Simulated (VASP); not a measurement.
Here is a VASP 6.6.1 calculation.

The input INCAR:

```
SYSTEM = CO2
PREC = Accurate
ENCUT = 520
EDIFF = 1E-6
ISMEAR = 0
SIGMA = 0.02
LREAL = .False.
LASPH = .True.
NELM = 100
ALGO = Normal
ISIF = 2
LWAVE = .False.
LCHARG = .False.
GGA = PE
NBANDS = 25
```

File KPOINTS:

```
regular mesh
0
Gamma
  6 6 4
  0 0 0
```

The input POSCAR:

```
CO2
1.0
    2.7453046003     -2.5428793154      0.0397070138
    2.7083957346      2.5021281278      0.0657294354
    0.1317434982      0.0359001033      6.7214874064
C O
2 4
Direct
    0.0169839206     -0.0092750115     -0.0021648127
    0.4856260921      0.5388853555      0.4916170436
    0.8355034904      0.1665337558      0.9136433273
    0.2021168760      0.8435333715      0.1040638084
    0.6815106738      0.2767049145      0.3724526798
    0.2782589471      0.6836176143      0.6203879536
```

Potentials or basis: VASP PAW PBE potentials, release 64 (C, O).

The run is started by

```bash
$ cat potpaw_PBE.64/C/POTCAR potpaw_PBE.64/O/POTCAR > POTCAR
$ mpirun -np 1 vasp_std > vasp.out
```

Problem. Estimate the largest force.

Solution. 17.518 eV/Å.

Problem. Estimate the pressure.

Solution. 4.4 GPa.

Problem. Estimate the band gap on the k mesh.

Solution. 3.79 eV, indirect (least direct gap 4.04 eV).

Stress tensor (GPa, compression positive):
```
  0.18  -4.14   1.10
 -4.14  10.53 -42.45
  1.10 -42.45   2.54
```

Caveat: the cell differs from its parent crystal (atoms moved at random and the cell strained at random); forces of over 1 eV/Å act on the atoms, so gaps and moduli don't describe the material at rest. A k mesh can miss the band edges.
